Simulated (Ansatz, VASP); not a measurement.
# Two plane-wave programs on P

```
CELL_PARAMETERS angstrom
6.93825 0.00000 0.00000
0.00000 6.93825 0.00000
0.00000 0.00000 6.93825
ATOMIC_POSITIONS crystal
P 0.07945 0.07945 0.07945
P 0.42055 0.92055 0.57945
P 0.57945 0.42055 0.92055
P 0.92055 0.57945 0.42055
P 0.92055 0.92055 0.92055
P 0.57945 0.07945 0.42055
P 0.42055 0.57945 0.07945
P 0.07945 0.42055 0.57945
```

Alike in both runs: task relaxation of cell and atoms; functional PBE; k mesh 4 × 4 × 4; occupations gaussian, width 0.02 eV; no spin polarisation.

```csv
,VASP,Ansatz
version,VASP 6.6.1,Ansatz 0.2.0
potentials or method,"VASP PAW PBE potentials, release 64 (P), cutoff 600 eV","scalar-relativistic, plane waves, PAW"
valence electrons in the cell,40,40
```

Ansatz gave:

- gap on the k mesh at the Fermi level, each at its own relaxed structure (eV): 2.81
- relaxed volume (Å³/atom): 53.46
- relaxed cell length with the largest relative difference (Å): 7.534

Question: Which values does VASP return?

Answer: gap on the k mesh at the Fermi level, each at its own relaxed structure (eV): 2.80; relaxed volume (Å³/atom): 53.24; relaxed cell length with the largest relative difference (Å): 7.524.

Noted on VASP's run: the volume moved by over 15 % at a fixed basis, so the end points are rough.
